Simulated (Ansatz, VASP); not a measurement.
# PN: VASP beside Ansatz

The input INCAR:

```
SYSTEM = PN
ALGO = Normal
EDIFF = 1E-6
EDIFFG = -0.04
ENCUT = 600
GGA = PE
IBRION = 2
ISIF = 3
ISMEAR = 0
LASPH = .TRUE.
LCHARG = .FALSE.
LREAL = .FALSE.
LWAVE = .FALSE.
NELM = 100
NSW = 90
PREC = Accurate
SIGMA = 0.1
```

The input KPOINTS:

```
k-points
0
G
  4 6 6
  0 0 0
```

File POSCAR:

```
PN
1.0
    5.5550880200      0.0000000000      0.0000000000
    0.0000000000      2.5705060200      0.0000000000
    0.0000000000      0.0000000000      3.2272151900
P N
4 4
Direct
    0.0564999900      0.7500000000      0.8499500200
    0.4435000100      0.2500000000      0.3499500200
    0.5564999900      0.7500000000      0.6500499800
    0.9435000100      0.2500000000      0.1500499800
    0.1542829900      0.2500000000      0.5311769800
    0.3457170100      0.7500000000      0.0311769800
    0.6542829900      0.2500000000      0.9688230200
    0.8457170100      0.7500000000      0.4688230200
```

Input for Ansatz:

```yaml
crystal:
  lattice:
    - [5.55508802, 0.0, 0.0]
    - [0.0, 2.57050602, 0.0]
    - [0.0, 0.0, 3.22721519]
  atoms:
    - { symbol: P, position: [0.05649999, 0.75, 0.84995002] }
    - { symbol: P, position: [0.44350001, 0.25, 0.34995002] }
    - { symbol: P, position: [0.55649999, 0.75, 0.65004998] }
    - { symbol: P, position: [0.94350001, 0.25, 0.15004998] }
    - { symbol: "N", position: [0.15428299, 0.25, 0.53117698] }
    - { symbol: "N", position: [0.34571701, 0.75, 0.03117698] }
    - { symbol: "N", position: [0.65428299, 0.25, 0.96882302] }
    - { symbol: "N", position: [0.84571701, 0.75, 0.46882302] }
basis:
  ecutwfc: 420
kpoints:
  mp_grid: { grid: [4, 6, 6] }
hamiltonian:
  xc: pbe
scf:
  occupations: { method: gaussian, width: 0.1 }
  lower_state_search: "off"
output:
  forces: true
  stress: true
  eigenvalues: true
relax:
  adjacent_minimum: "off"
  f_tol: 0.04
  max_steps: 70
  cell: { stress_tol: 0.4 }
```

Alike in both runs: task relaxation of cell and atoms; functional PBE; k mesh 4 × 6 × 6; occupations gaussian, width 0.1 eV; no spin polarisation.

|  | VASP | Ansatz |
| --- | --- | --- |
| version | VASP 6.6.1 | Ansatz 0.2.0 |
| potentials or method | VASP PAW PBE potentials, release 64 (P, N), cutoff 600 eV | scalar-relativistic, plane waves, PAW |
| valence electrons in the cell | 40 | 40 |

```tsv
	VASP	Ansatz	Ansatz less VASP
relaxed volume (Å³/atom)	10.21	8.89	-1.320
relaxed length of the cell vector where the two differ most in proportion (Å)	4.269	3.739	-0.5301
```

One of these differences is far larger than is usual between the two programs; its cause wasn't traced.

Noted on VASP's run: the volume moved by over 15 % at a fixed basis, so the end points are rough.
